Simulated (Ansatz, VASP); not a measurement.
## InSe: VASP beside Ansatz

```xyz
4
Lattice="3.8250 0.0000 0.0000 -1.9125 3.3125 0.0000 0.0000 0.0000 36.7200" Properties=species:S:1:pos:R:3 pbc="T T T"
Se    0.0000    0.0000   15.5500
Se    0.0000    0.0000   21.1690
In    1.9125    1.1042   16.9016
In    1.9125    1.1042   19.8173
```

Alike in both runs: task single point; functional PBE; dispersion D3(BJ); k mesh 9 × 9 × 1; occupations gaussian, width 0.02 eV; no spin polarisation.

```csv
,VASP,Ansatz
version,VASP 6.6.1,Ansatz 0.2.0
potentials or method,"VASP PAW PBE potentials, release 64 (Se, In_d), cutoff 520 eV","scalar-relativistic, plane waves, PAW"
valence electrons in the cell,38,58
```

```csv
,VASP,Ansatz,Ansatz less VASP
gap on the k mesh at the Fermi level (eV),2.06,2.07,+0.004
least direct gap on the mesh (eV),2.06,2.07,+0.004
rms of the force components (eV/Å),0.451,0.442,-0.0087
```

VASP's potentials hold 38 valence electrons a cell and Ansatz's 58, so a difference there can come from the potentials and not from the codes. Ansatz's warnings: structure snapped to symmetry.
